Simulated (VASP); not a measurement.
# Tb4WO (P-6m2) in VASP: relaxation of cell and atoms with PBE

Aim: the relaxation of cell and atoms of Tb4WO with PBE.

Program: VASP 6.6.1. These are calculated values, not measurements. Logs are shortened: lines on timing, memory, paths and dates and some standing lists are left out, and cuts for length are marked.

## Step 1: The cell of the first run

The structure is hexagonal, space group P-6m2 (No. 187). The conventional cell has a = 5.368 Å, b = 5.368 Å, c = 6.391 Å, α = 90.00°, β = 90.00°, γ = 120.00°. Within 2.2 Å of Tb (site symmetry mm2) lie 1 O at 1.66 Å. Tb (site symmetry -6m2) has 2 W at 3.20 Å and 12 Tb at 4.17 Å within 4.2 Å. W (site symmetry -6m2) has 8 Tb at 2.69 to 3.20 Å and 3 O at 3.10 Å within 3.5 Å. Within 2.2 Å of O (site symmetry -6m2) lie 3 Tb at 1.66 Å.

The cell was generated, and may not be a known phase.

## Step 2: Relaxation of cell and atoms, PBE

File INCAR:

```
  PREC = Accurate
  ENCUT = 600
  EDIFF = 1E-7
  ISMEAR = 0
  SIGMA = 0.2
  LREAL = False
  LASPH = True
  NELM = 200
  ALGO = Normal
  ISIF = 3
  LWAVE = False
  LCHARG = False
  GGA = PE
  IBRION = 2
  NSW = 36
  EDIFFG = -0.08
  GGA_COMPAT = False
  NELMIN = 4
  LMAXMIX = 6
```

File KPOINTS:

```
Automatic mesh
0
Gamma
  4 4 3
```

File POSCAR:

```
Tb4WO
1.0
    5.3679947000      0.0000000000      0.0000000000
   -2.6839973500      4.6488197700      0.0000000000
    0.0000000000      0.0000000000      6.3908070200
Tb W O
4 1 1
Direct
    0.8219699100      0.1780300900      0.5000000000
    0.8219699100      0.6439398300      0.5000000000
    0.3560601700      0.1780300900      0.5000000000
    0.3333333300      0.6666666700      0.0000000000
    0.3333333300      0.6666666700      0.5000000000
    0.0000000000      0.0000000000      0.5000000000
```

Potentials or basis: VASP PAW PBE potentials, release 64 (Tb_3, W_sv, O), 4f in core.

On the command line:

```console
> cat potpaw_PBE.64/Tb_3/POTCAR potpaw_PBE.64/W_sv/POTCAR potpaw_PBE.64/O/POTCAR > POTCAR
> mpirun -np 1 vasp_std > vasp.out
```

OUTCAR:

```text
PREC = Accurate
   ENCUT = 600
   EDIFF = 1E-7
   ISMEAR = 0
   LREAL = False
   LASPH = True
   NELM = 200
   ISIF = 3
   GGA = PE
   IBRION = 2
   NSW = 36
   EDIFFG = -0.08
   NELMIN = 4

 ion  position               nearest neighbor table
   1  0.822  0.178  0.500-   6 1.66   2 2.50   3 2.50   5 2.69   5 2.69   2 2.87   3 2.87
   2  0.822  0.644  0.500-   6 1.66   3 2.50   1 2.50   5 2.69   5 2.69   3 2.87   1 2.87
   3  0.356  0.178  0.500-   6 1.66   2 2.50   1 2.50   5 2.69   5 2.69   2 2.87   1 2.87
   4  0.333  0.667  0.000-   5 3.20   5 3.20
   5  0.333  0.667  0.500-   1 2.69   3 2.69   3 2.69   1 2.69   2 2.69   2 2.69   4 3.20   4 3.20

   6  0.000  0.000  0.500-   2 1.66   3 1.66   1 1.66

  LATTYP: Found a hexagonal cell.
 ALAT       =     5.3679947000
 C/A-ratio  =     1.1905389959

  Lattice vectors:

 A1 = (   5.3679947000,   0.0000000000,   0.0000000000)
 A2 = (  -2.6839973500,   4.6488197700,   0.0000000000)
 A3 = (   0.0000000000,   0.0000000000,   6.3908070200)

Analysis of symmetry for initial positions (statically):
=====================================================================
 Subroutine PRICEL returns:
 Original cell was already a primitive cell.

 Routine SETGRP: Setting up the symmetry group for a
 hexagonal supercell.

 Subroutine GETGRP returns: Found 12 space group operations
 (whereof 12 operations were pure point group operations)
 out of a pool of 24 trial point group operations.

The static configuration has the point symmetry D_3h.

Analysis of symmetry for dynamics (positions and initial velocities):
=====================================================================
 Subroutine PRICEL returns:
 Original cell was already a primitive cell.

 Routine SETGRP: Setting up the symmetry group for a
 hexagonal supercell.

 Subroutine GETGRP returns: Found 12 space group operations
 (whereof 12 operations were pure point group operations)
 out of a pool of 24 trial point group operations.

The dynamic configuration has the point symmetry D_3h.

 Subroutine INISYM returns: Found 12 space group operations
 (whereof 12 operations are pure point group operations),
 and found     1 'primitive' translations

----------------------------------------------------------------------------------------

                                     Primitive cell

  volume of cell :     159.4816

  direct lattice vectors                    reciprocal lattice vectors
[... 60 lines left out ...]
   k-points           NKPTS =      8   k-points in BZ     NKDIM =      8   number of bands    NBANDS=     33
   number of dos      NEDOS =    301   number of ions     NIONS =      6
   total plane-waves  NPLWV = 124416
   dimension x,y,z NGX =    48 NGY =   48 NGZ =   54
   dimension x,y,z NGXF=    96 NGYF=   96 NGZF=  108
   ions per type =               4   1   1
   NGX,Y,Z   is equivalent  to a cutoff of  14.87, 14.87, 14.05 a.u.
   NGXF,Y,Z  is equivalent  to a cutoff of  29.73, 29.73, 28.09 a.u.
 SYSTEM =  unknown system
   PREC   = accura    normal or accurate (medium, high low for compatibility)
   ISTART =      0    job   : 0-new  1-cont  2-samecut
   ICHARG =      2    charge: 1-file 2-atom 10-const
   ISPIN  =      1    spin polarized calculation?
   LNONCOLLINEAR =      F non collinear calculations
   LSORBIT =      F    spin-orbit coupling
   LASPH  =      T    aspherical Exc in radial PAW
   ENCUT  =  600.0 eV  44.10 Ry    6.64 a.u.  10.72 10.72 12.76*2*pi/ulx,y,z
   NELM   =    200;   NELMIN=  4; NELMDL= -5     # of ELM steps
   EDIFF  = 0.1E-06   stopping-criterion for ELM
   LREAL  =      F    real-space projection
   EDIFFG = -.8E-01   stopping-criterion for IOM
   NSW    =     36    number of steps for IOM
   IBRION =      2    ionic relax: 0-MD 1-quasi-New 2-CG
   NFREE  =      1    steps in history (QN), initial steepest desc. (CG)
   ISIF   =      3    stress and relaxation
   ISYM   =      2    0-nonsym 1-usesym 2-fastsym
   POTIM  = 0.5000    time-step for ionic-motion
   TEBEG  =    0.0;   TEEND  =   0.0 temperature during run
   PSTRESS=    0.0 pullay stress
   NELECT =      56.0000    total number of electrons
   NUPDOWN=      -1.0000    fix difference up-down
   EMIN   =  10.00;   EMAX   =-10.00  energy-range for DOS
   EFERMI =   0.00;   METHOD = LEGACY
   ISMEAR =     0;   SIGMA  =   0.20  broadening in eV -4-tet -1-fermi 0-gaus
   EFERMI_NEDOS =   21; number of points for ismear=-14 and -15
   IALGO  =     38    algorithm
   IMIX   =      4    mixing-type and parameters
     AMIX     =   0.40;   BMIX     =  1.00
     AMIX_MAG =   1.60;   BMIX_MAG =  1.00
  volume/ion in A,a.u.               =      26.58       179.37
  Fermi-wavevector in a.u.,A,eV,Ry     =   1.154961  2.182560 18.149288  1.333935
  Thomas-Fermi vector in A             =   2.291593
   LORBIT       =      0    0 simple, 1 ext, 2 COOP (PROOUT), +10 PAW based schemes
   GGA     = PE    functional components
   LHFCALC =     F    Hartree Fock is set to
   AEXX    =    0.0000 exact exchange contribution
   IVDW    =     0    specifies the selected vdW correction
   LEPSILON=     F    determine dielectric tensor
   LRPA    =     F    only Hartree local field effects (RPA)
 conjugate gradient relaxation of ions
 non-spin polarized calculation
 Gauss-broadening in eV      SIGMA  =   0.20
  energy-cutoff  :      600.00
  volume of cell :      159.48
 maximum number of plane-waves:      5377
 NGX is ok and might be reduce to    48
   NGX = 21   NGY = 21   NGZ = 25

--------------------------------------- Ionic step        1  -------------------------------------------

 number of electron      56.0000005 magnetization

 Free energy of the ion-electron system (eV)
  ---------------------------------------------------
  ext. energy  EPLUGINS =         0.00000000
  ---------------------------------------------------
  free energy    TOTEN  =       -19.56634453 eV

  energy without entropy =      -19.43265747  energy(sigma->0) =      -19.49950100

 E-fermi :   3.3124     XC(G=0):  -9.5073

 val. band max:        3.3035347047   @ k =   0.5000   0.0000   0.3333
 cond. band min:       3.3236304138   @ k =   0.2500   0.2500   0.0000
 fundamental gap:      0.0200957091
 Fermi energy:         3.3123769407
[... 697 lines left out ...]
     32       0.8852      0.00000
     33       1.2787      0.00000

[... ionic steps 4 to 31 ...]

--------------------------------------- Ionic step       32  -------------------------------------------

 number of electron      55.9999997 magnetization

------------------------ aborting loop because EDIFF is reached ----------------------------------------
[... 75 lines left out ...]
--------------------------------------- Ionic step       34  -------------------------------------------

 number of electron      55.9999997 magnetization

 Free energy of the ion-electron system (eV)
  ---------------------------------------------------
  ext. energy  EPLUGINS =         0.00000000
  ---------------------------------------------------
  free energy    TOTEN  =       -36.10292823 eV

  energy without entropy =      -35.89918588  energy(sigma->0) =      -36.00105705

 E-fermi :   2.1345     XC(G=0):  -8.5603

 val. band max:        2.1269755621   @ k =   0.2500   0.2500   0.3333
 cond. band min:       2.1420234764   @ k =   0.0000   0.0000   0.3333
 fundamental gap:      0.0150479144
 Fermi energy:         2.1345294254
[... 319 lines left out ...]
  FREE ENERGIE OF THE ION-ELECTRON SYSTEM (eV)
  ---------------------------------------------------
  free  energy   TOTEN  =       -36.1029282306 eV

  energy  without entropy=      -35.8991858765  energy(sigma->0) =      -36.00105705

 reached required accuracy - stopping structural energy minimisation
```

CONTCAR:

```text
Tb4WO
   1.00000000000000
     6.8294338946609843    0.0000000000000000   -0.0000000000000000
    -3.4147169473304921    5.9144632328275497    0.0000000000000000
     0.0000000000000000    0.0000000000000000    5.2680984426966333
  Tb              W               O
     4     1     1
Direct
     0.8274172099350959    0.1725827899626547    0.5000000000000000
     0.8274172100373455    0.6548344300746911    0.5000000000000000
     0.3451655700275577    0.1725827899626547    0.5000000000000000
     0.3333333300000021    0.6666666699999979    0.0000000000000000
     0.3333333300000021    0.6666666699999979    0.5000000000000000
     0.0000000000000000    0.0000000000000000    0.5000000000000000

  0.00000000E+00  0.00000000E+00  0.00000000E+00
  0.00000000E+00  0.00000000E+00  0.00000000E+00
  0.00000000E+00  0.00000000E+00  0.00000000E+00
  0.00000000E+00  0.00000000E+00  0.00000000E+00
  0.00000000E+00  0.00000000E+00  0.00000000E+00
  0.00000000E+00  0.00000000E+00  0.00000000E+00
```

It took 25 min on 1 thread of Intel Xeon 6975P-C (Granite Rapids), shared host; peak memory 0.41 GiB.

Results:

* Free energy: -36.1029 eV
* Relaxed volume: 35.47 Å³/atom
* Relaxed cell: a = 6.829 Å, b = 6.829 Å, c = 5.268 Å, α = 90.00°, β = 90.00°, γ = 120.00°
* Space group after relaxing (to 0.1 Å): P-6m2 (No. 187)
* Pressure after relaxing: 0.0 GPa
* Largest force after relaxing: 0.038 eV/Å
* Band gap on the k mesh: zero (bands 28 and 29 overlap by 0.27 eV)

Forces in eV/Å, atoms in the order of the input:
```
Tb  -0.033  0.019  0.000
Tb   0.000 -0.038  0.000
Tb   0.033  0.019  0.000
Tb   0.000  0.000  0.000
W    0.000  0.000  0.000
O    0.000  0.000  0.000
```

Stress tensor (GPa, compression positive):
```
-0.04  0.00  0.00
 0.00 -0.04  0.00
 0.00  0.00  0.10
```

Final structure:
```xyz
6
Lattice="6.8294 0.0000 0.0000 -3.4147 5.9145 0.0000 0.0000 0.0000 5.2681" Properties=species:S:1:pos:R:3 pbc="T T T"
Tb    5.0615    1.0207    2.6340
Tb    3.4147    3.8730    2.6340
Tb    1.7680    1.0207    2.6340
Tb    0.0000    3.9430    0.0000
W     0.0000    3.9430    2.6340
O     0.0000    0.0000    2.6340
```

Levels at points of the mesh, in eV from the Fermi level:
```tsv
k point	band 26	band 27	band 28	band 29	band 30	band 31
(0.00, 0.00, 0.00)	-1.46	-1.15	0.04	0.90	0.90	1.09
(0.50, 0.00, 0.00)	-0.72	-0.59	-0.31	-0.22	0.16	0.56
```

Caveat: the volume moved by over 15 % at a fixed basis, so the end points are rough; spin-orbit coupling is left out, which moves the levels of the heavy elements; the 4f electrons are frozen in the core, so they carry no moment and show no levels; the run has no spin polarisation, though such a crystal can be magnetic; the relaxation stopped at a loose force limit of 0.08 eV/Å, so its end isn't a converged minimum.
